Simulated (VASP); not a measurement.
# BAs (F-43m) in VASP: settings compared

The runs below take BAs through single point, relaxation of cell and atoms, with r2SCAN+D3(BJ), RPBE, revPBE+D3(BJ).

Everything below comes from runs of VASP 6.6.1. Logs are shortened: lines on timing, memory, paths and dates and some standing lists are left out, and cuts for length are marked.

### 1 The cell of the first run

The structure is cubic, space group F-43m (No. 216). The conventional cell has a = 4.764 Å, b = 4.764 Å, c = 4.764 Å, α = 90.00°, β = 90.00°, γ = 90.00°. Within 2.7 Å of As (site symmetry -43m) lie 4 B at 2.06 Å. Within 2.7 Å of B (site symmetry -43m) lie 4 As at 2.06 Å.

### 2 Single point, r2SCAN+D3(BJ)

File POSCAR:

```
BAs
1.0
    0.0000000000      2.3817903676      2.3817903676
    2.3817903676      0.0000000000      2.3817903676
    2.3817903676      2.3817903676      0.0000000000
As B
1 1
Direct
    0.7500000000      0.7500000000      0.7500000000
    0.0000000000      0.0000000000      0.0000000000
```

File INCAR.step1:

```
SYSTEM = BAs
PREC = Accurate
ENCUT = 520
ISMEAR = -1
SIGMA = 0.05
LREAL = .False.
LASPH = .True.
NELM = 60
NBANDS = 11
GGA = PE
ALGO = Normal
EDIFF = 1E-4
LWAVE = .True.
LCHARG = .False.
```

File INCAR.step2:

```
SYSTEM = BAs
PREC = Accurate
ENCUT = 520
EDIFF = 1E-6
ISMEAR = -1
SIGMA = 0.05
LREAL = .False.
LASPH = .True.
NELM = 60
ALGO = Normal
ISIF = 2
LWAVE = .False.
LCHARG = .False.
METAGGA = R2SCAN
LMIXTAU = .True.
IVDW = 12
VDW_S6 = 1.0
VDW_S8 = 0.78981345
VDW_A1 = 0.49484001
VDW_A2 = 5.73083694
NBANDS = 11
ISTART = 1
```

File KPOINTS:

```
regular mesh
0
Gamma
  10 10 10
  0 0 0
```

Potentials or basis: VASP PAW PBE potentials, release 64 (As, B).

Started as:

```
$ cat potpaw_PBE.64/As/POTCAR potpaw_PBE.64/B/POTCAR > POTCAR
$ cp INCAR.step1 INCAR
$ mpirun -np 1 vasp_std > vasp.out
$ cp INCAR.step2 INCAR
$ mpirun -np 1 vasp_std > vasp.out
```

OUTCAR:

```text
SYSTEM = BAs
   PREC = Accurate
   ENCUT = 520
   EDIFF = 1E-6
   ISMEAR = -1
   LREAL = .False.
   LASPH = .True.
   NELM = 60
   ISIF = 2
   METAGGA = R2SCAN
   IVDW = 12
   ISTART = 1
 IVDW          = 12

 ion  position               nearest neighbor table
   1  0.750  0.750  0.750-   2 2.06   2 2.06   2 2.06   2 2.06
   2  0.000  0.000  0.000-   1 2.06   1 2.06   1 2.06   1 2.06

  LATTYP: Found a face centered cubic cell.
 ALAT       =     4.7635807352

  Lattice vectors:

 A1 = (   0.0000000000,   2.3817903676,   2.3817903676)
 A2 = (   2.3817903676,   0.0000000000,   2.3817903676)
 A3 = (   2.3817903676,   2.3817903676,   0.0000000000)

Analysis of symmetry for initial positions (statically):
=====================================================================
 Subroutine PRICEL returns:
 Original cell was already a primitive cell.

 Routine SETGRP: Setting up the symmetry group for a
 face centered cubic supercell.

 Subroutine GETGRP returns: Found 24 space group operations
 (whereof 24 operations were pure point group operations)
 out of a pool of 48 trial point group operations.

The static configuration has the point symmetry T_d .

Analysis of symmetry for dynamics (positions and initial velocities):
=====================================================================
 Subroutine PRICEL returns:
 Original cell was already a primitive cell.

 Routine SETGRP: Setting up the symmetry group for a
 face centered cubic supercell.

 Subroutine GETGRP returns: Found 24 space group operations
 (whereof 24 operations were pure point group operations)
 out of a pool of 48 trial point group operations.

The dynamic configuration has the point symmetry T_d .

 Subroutine INISYM returns: Found 24 space group operations
 (whereof 24 operations are pure point group operations),
 and found     1 'primitive' translations

----------------------------------------------------------------------------------------

                                     Primitive cell

  volume of cell :      27.0234

  direct lattice vectors                    reciprocal lattice vectors
     0.000000000  2.381790368  2.381790368    -0.209926116  0.209926116  0.209926116
     2.381790368  0.000000000  2.381790368     0.209926116 -0.209926116  0.209926116
     2.381790368  2.381790368  0.000000000     0.209926116  0.209926116 -0.209926116

  length of vectors
     3.368360241  3.368360241  3.368360241     0.363602698  0.363602698  0.363602698

  position of ions in fractional coordinates (direct lattice)
     0.750000000  0.750000000  0.750000000
     0.000000000  0.000000000  0.000000000

  ion indices of the primitive-cell ions
   primitive index   ion index
                 1           1
                 2           2

----------------------------------------------------------------------------------------

 KPOINTS: regular mesh

Automatic generation of k-mesh.
 Grid dimensions read from file:
 generate k-points for:   10   10   10

 Generating k-lattice:

  Cartesian coordinates                     Fractional coordinates (reciprocal lattice)
    -0.020992612  0.020992612  0.020992612     0.100000000  0.000000000  0.000000000
     0.020992612 -0.020992612  0.020992612     0.000000000  0.100000000  0.000000000
     0.020992612  0.020992612 -0.020992612     0.000000000  0.000000000  0.100000000

  Length of vectors
     0.036360270  0.036360270  0.036360270

  Shift w.r.t. Gamma in fractional coordinates (k-lattice)
     0.000000000  0.000000000  0.000000000

 Subroutine IBZKPT returns following result:
 ===========================================

 Found     47 irreducible k-points:

 Following reciprocal coordinates:
            Coordinates               Weight
  0.000000  0.000000  0.000000      1.000000
  0.100000  0.000000  0.000000      8.000000
  0.200000  0.000000  0.000000      8.000000
  0.300000  0.000000  0.000000      8.000000
  0.400000  0.000000  0.000000      8.000000
  0.500000  0.000000  0.000000      4.000000
[... 16 lines left out ...]
  0.300000  0.300000  0.000000      6.000000
  0.400000  0.300000  0.000000     24.000000
 [... further k-points ...]
   k-points           NKPTS =     47   k-points in BZ     NKDIM =     47   number of bands    NBANDS=     11
   number of dos      NEDOS =    301   number of ions     NIONS =      2
   total plane-waves  NPLWV =  21952
   dimension x,y,z NGX =    28 NGY =   28 NGZ =   28
   dimension x,y,z NGXF=    56 NGYF=   56 NGZF=   56
   ions per type =               1   1
   NGX,Y,Z   is equivalent  to a cutoff of  13.82, 13.82, 13.82 a.u.
   NGXF,Y,Z  is equivalent  to a cutoff of  27.64, 27.64, 27.64 a.u.
 SYSTEM =  BAs
   PREC   = accura    normal or accurate (medium, high low for compatibility)
   ISTART =      1    job   : 0-new  1-cont  2-samecut
   ICHARG =      0    charge: 1-file 2-atom 10-const
   ISPIN  =      1    spin polarized calculation?
   LNONCOLLINEAR =      F non collinear calculations
   LSORBIT =      F    spin-orbit coupling
   LASPH  =      T    aspherical Exc in radial PAW
   ENCUT  =  520.0 eV  38.22 Ry    6.18 a.u.   6.26  6.26  6.26*2*pi/ulx,y,z
   NELM   =     60;   NELMIN=  2; NELMDL=  0     # of ELM steps
   EDIFF  = 0.1E-05   stopping-criterion for ELM
   LREAL  =      F    real-space projection
   EDIFFG = 0.1E-04   stopping-criterion for IOM
   NSW    =      0    number of steps for IOM
   IBRION =     -1    ionic relax: 0-MD 1-quasi-New 2-CG
   NFREE  =      0    steps in history (QN), initial steepest desc. (CG)
   ISIF   =      2    stress and relaxation
   ISYM   =      2    0-nonsym 1-usesym 2-fastsym
   POTIM  = 0.5000    time-step for ionic-motion
   TEBEG  =    0.0;   TEEND  =   0.0 temperature during run
   PSTRESS=    0.0 pullay stress
   NELECT =       8.0000    total number of electrons
   NUPDOWN=      -1.0000    fix difference up-down
   EMIN   =  10.00;   EMAX   =-10.00  energy-range for DOS
   EFERMI =   0.00;   METHOD = LEGACY
   ISMEAR =    -1;   SIGMA  =   0.05  broadening in eV -4-tet -1-fermi 0-gaus
   EFERMI_NEDOS =   21; number of points for ismear=-14 and -15
   IALGO  =     38    algorithm
   IMIX   =      4    mixing-type and parameters
     AMIX     =   0.40;   BMIX     =  1.00
     AMIX_MAG =   1.60;   BMIX_MAG =  1.00
  volume/ion in A,a.u.               =      13.51        91.18
  Fermi-wavevector in a.u.,A,eV,Ry     =   1.091083  2.061849 16.197233  1.190463
  Thomas-Fermi vector in A             =   2.227321
   LORBIT       =      0    0 simple, 1 ext, 2 COOP (PROOUT), +10 PAW based schemes
   METAGGA = R2SCAN    functional components
   LHFCALC =     F    Hartree Fock is set to
   AEXX    =    0.0000 exact exchange contribution
   IVDW    =    12    specifies the selected vdW correction
   LEPSILON=     F    determine dielectric tensor
   LRPA    =     F    only Hartree local field effects (RPA)
 non-spin polarized calculation
  energy-cutoff  :      520.00
  volume of cell :       27.02
 maximum number of plane-waves:       745
 NGX is ok and might be reduce to    28
   NGX = 13   NGY = 13   NGZ = 13

 number of electron       8.0000000 magnetization

 Free energy of the ion-electron system (eV)
  ---------------------------------------------------
  ext. energy  EPLUGINS =         0.00000000
  ---------------------------------------------------
  free energy    TOTEN  =       -22.25346876 eV

  energy without entropy =      -22.25346875  energy(sigma->0) =      -22.25346876

 E-fermi :   6.7818     XC(G=0): -11.1716

 val. band max:        6.1184967003   @ k =   0.0000   0.0000   0.0000
 cond. band min:       7.4796329466   @ k =   0.4000   0.4000   0.0000
 fundamental gap:      1.3611362463
 Fermi energy:         6.7818271385

 k-point     1 :       0.0000    0.0000    0.0000
  band No.  band energies     occupation
      1     -10.1204      2.00000
      2       6.1185      2.00000
      3       6.1185      2.00000
      4       6.1185      2.00000
      5       9.5735      0.00000
      6       9.5735      0.00000
      7       9.5735      0.00000
      8      11.3842      0.00000
      9      16.5438      0.00000
     10      19.5923      0.00000
     11      19.5923      0.00000

 k-point     2 :       0.1000    0.0000    0.0000
  band No.  band energies     occupation
      1      -9.9466      2.00000
      2       4.6428      2.00000
      3       5.7935      2.00000
      4       5.7935      2.00000
      5       9.8248      0.00000
      6      10.0016      0.00000
      7      10.0016      0.00000
      8      12.2431      0.00000
      9      17.2046      0.00000
     10      18.5648      0.00000
     11      18.5648      0.00000

 k-point     3 :       0.2000    0.0000    0.0000
  band No.  band energies     occupation
      1      -9.4336      2.00000
      2       2.1428      2.00000
      3       5.1767      2.00000
      4       5.1767      2.00000
      5       9.6623      0.00000
      6      10.7720      0.00000
      7      10.7720      0.00000
      8      13.9559      0.00000
      9      17.8352      0.00000
     10      17.8352      0.00000
     11      18.2011      0.00000

 k-point     4 :       0.3000    0.0000    0.0000
  band No.  band energies     occupation
      1      -8.6190      2.00000
      2      -0.2811      2.00000
      3       4.6323      2.00000
      4       4.6323      2.00000
      5       9.3949      0.00000
      6      11.2008      0.00000
      7      11.2008      0.00000
      8      15.3085      0.00000
      9      18.2963      0.00000
     10      18.3341      0.00000
     11      18.3341      0.00000
[... 239 lines left out ...]
 k-point    22 :      -0.2000    0.2000    0.0000
  band No.  band energies     occupation
      1      -8.3388      2.00000
      2       0.3274      2.00000
      3       1.8068      2.00000
      4       4.7294      2.00000
      5      10.4100      0.00000
      6      11.5473      0.00000
      7      12.5615      0.00000
      8      13.7236      0.00000
      9      16.5060      0.00000
     10      19.6031      0.00000
     11      21.3251      0.00000

 k-point    23 :       0.3000    0.3000    0.0000
  band No.  band energies     occupation
      1      -8.0867      2.00000
      2       0.5970      2.00000
      3       2.7162      2.00000
      4       2.7162      2.00000
      5       7.6996      0.00000
      6      10.1113      0.00000
      7      15.1636      0.00000
      8      15.1636      0.00000
      9      18.0039      0.00000
     10      21.8709      0.00000
     11      22.2429      0.00000

 k-point    24 :       0.4000    0.3000    0.0000
  band No.  band energies     occupation
      1      -7.3089      2.00000
      2      -0.7356      2.00000
      3       1.8971      2.00000
      4       2.4007      2.00000
      5       8.0199      0.00000
      6       9.8320      0.00000
      7      15.5974      0.00000
      8      15.8206      0.00000
      9      19.1534      0.00000
     10      22.7581      0.00000
     11      23.0085      0.00000

 [... further k-points ...]

------------------------ aborting loop because EDIFF is reached ----------------------------------------

 Edisp (eV)   -0.31017

 E8    (eV) :    -0.0936

  FORCE on cell =-STRESS in cart. coord.  units (eV):
  Direction    XX          YY          ZZ          XY          YZ          ZX
  --------------------------------------------------------------------------------------
  -------------------------------------------------------------------------------------
  Total       0.04676     0.04676     0.04676    -0.00000     0.00000     0.00000
  in kB       2.77227     2.77227     2.77227    -0.00000     0.00000     0.00000
  external pressure =        2.77 kB  Pullay stress =        0.00 kB

 VOLUME and BASIS-vectors are now :
 -----------------------------------------------------------------------------
  energy-cutoff  :      520.00
  volume of cell :       27.02
      direct lattice vectors                 reciprocal lattice vectors
     0.000000000  2.381790368  2.381790368    -0.209926116  0.209926116  0.209926116
     2.381790368  0.000000000  2.381790368     0.209926116 -0.209926116  0.209926116
     2.381790368  2.381790368  0.000000000     0.209926116  0.209926116 -0.209926116

 POSITION                                       TOTAL-FORCE (eV/Angst)
 -----------------------------------------------------------------------------------
      3.57269      3.57269      3.57269        -0.000000     -0.000000     -0.000000
      0.00000      0.00000      0.00000         0.000000      0.000000      0.000000
 -----------------------------------------------------------------------------------
    total drift:                                0.000000      0.000000      0.000000

  FREE ENERGIE OF THE ION-ELECTRON SYSTEM (eV)
  ---------------------------------------------------
  free  energy   TOTEN  =       -22.5636377015 eV

  energy  without entropy=      -22.5636376859  energy(sigma->0) =      -22.56363769
```

Wall time 2.8 min (1 thread of AMD EPYC 7R13, shared host); peak memory 0.15 GiB.

Results:

* Free energy: -22.5636 eV
* Pressure: 0.3 GPa
* Band gap on the k mesh: 1.36 eV, indirect (least direct gap 3.46 eV)
* Dispersion energy per atom: -0.155 eV

Levels at points of the mesh, in eV from the valence-band top:
```csv
k point,band 1,band 2,band 3,band 4,band 5,band 6,band 7,band 8
"(0.00, 0.00, 0.00)",-16.24,0.00,0.00,0.00,3.45,3.45,3.45,5.27
"(0.50, 0.00, 0.00)",-13.18,-9.31,-1.95,-1.95,3.03,5.07,5.07,9.60
"(0.50, 0.50, 0.00)",-11.73,-9.11,-4.35,-4.35,1.60,1.69,12.24,12.24
```

Caveat: the PAW data sets were made with another functional, which shifts forces and pressure a little. r2SCAN opens gaps a little over a GGA but as a rule still falls short of measured ones.

### 3 Relaxation of cell and atoms, r2SCAN+D3(BJ)

This run uses another cell than the first one, of 13.63 Å³/atom, 1.008 times its volume.

File POSCAR:

```
BAs
1.0
    0.0000000000      2.3885000000      2.3885000000
    2.3885000000      0.0000000000      2.3885000000
    2.3885000000      2.3885000000      0.0000000000
As B
1 1
Direct
    0.7500000000      0.7500000000      0.7500000000
    0.0000000000      0.0000000000      0.0000000000
```

File INCAR.step1:

```
SYSTEM = BAs
ALGO = Normal
EDIFF = 1E-4
ENCUT = 600
GGA = PE
ISMEAR = -1
LASPH = .True.
LCHARG = .False.
LREAL = .False.
LWAVE = .True.
NELM = 80
PREC = Accurate
SIGMA = 0.05
```

File INCAR.step2:

```
SYSTEM = BAs
ALGO = Normal
EDIFF = 1E-7
EDIFFG = -0.01
ENCUT = 600
IBRION = 2
ISIF = 3
ISMEAR = -1
ISTART = 1
IVDW = 12
LASPH = .True.
LCHARG = .False.
LMIXTAU = .True.
LREAL = .False.
LWAVE = .False.
METAGGA = R2SCAN
NELM = 80
NSW = 60
PREC = Accurate
SIGMA = 0.05
VDW_A1 = 0.49484001
VDW_A2 = 5.73083694
VDW_S6 = 1.0
VDW_S8 = 0.78981345
```

File KPOINTS:

```
k-points
0
Gamma
  10 10 10
  0 0 0
```

Potentials or basis: VASP PAW PBE potentials, release 64 (As, B).

Started as:

```
$ cat potpaw_PBE.64/As/POTCAR potpaw_PBE.64/B/POTCAR > POTCAR
$ cp INCAR.step1 INCAR
$ mpirun -np 1 vasp_std > vasp.out
$ cp INCAR.step2 INCAR
$ mpirun -np 1 vasp_std > vasp.out
```

It took 4.6 min on 1 thread of AMD EPYC 7R13, shared host; peak memory 0.16 GiB.

The run converged. Its results:

```yaml
Free_energy: -22.5652 eV
Relaxed_volume: 13.54 Å³/atom
Relaxed_cell: a = 3.370 Å, b = 3.370 Å, c = 3.370 Å, α = 60.00°, β = 60.00°, γ = 60.00°
Space_group_after_relaxing_to_0.05_Å: F-43m (No. 216)
Energy_gained_by_relaxing: 0.3 meV/atom
Ionic_steps: 3
Pressure_after_relaxing: 0.0 GPa
Band_gap_on_the_k_mesh: 1.36 eV, indirect (least direct gap 3.45 eV)
Dispersion_energy_per_atom: -0.155 eV
```

Step by step:
```
step  energy change (eV)  largest force (eV/Å)  pressure (GPa)  volume (Å³)
   1              0.0000                0.0000           -0.95        27.25
   2             -0.0002                0.0000            0.75        26.94
   3             -0.0005                0.0000            0.01        27.07
```

Final structure:
```cif
data_structure
_symmetry_space_group_name_H-M 'P 1'
_symmetry_Int_Tables_number 1
_cell_length_a 3.3703
_cell_length_b 3.3703
_cell_length_c 3.3703
_cell_angle_alpha 60.000
_cell_angle_beta 60.000
_cell_angle_gamma 60.000
_cell_volume 27.07
loop_
_atom_site_label
_atom_site_type_symbol
_atom_site_fract_x
_atom_site_fract_y
_atom_site_fract_z
_atom_site_occupancy
As1 As 0.75000 0.75000 0.75000 1
B1 B 0.00000 0.00000 0.00000 1
```

Levels at points of the mesh, in eV from the valence-band top:
| k point | band 1 | band 2 | band 3 | band 4 | band 5 | band 6 | band 7 | band 8 |
| --- | --- | --- | --- | --- | --- | --- | --- | --- |
| (0.00, 0.00, 0.00) | -16.22 | 0.00 | 0.00 | 0.00 | 3.45 | 3.45 | 3.45 | 5.24 |
| (0.50, 0.00, 0.00) | -13.17 | -9.29 | -1.95 | -1.95 | 3.02 | 5.06 | 5.06 | 9.59 |
| (0.50, 0.50, 0.00) | -11.73 | -9.10 | -4.34 | -4.34 | 1.60 | 1.69 | 12.23 | 12.23 |

Caveat: the PAW data sets were made with another functional, which shifts forces and pressure a little.

(Part 1 of 2 ends here.)
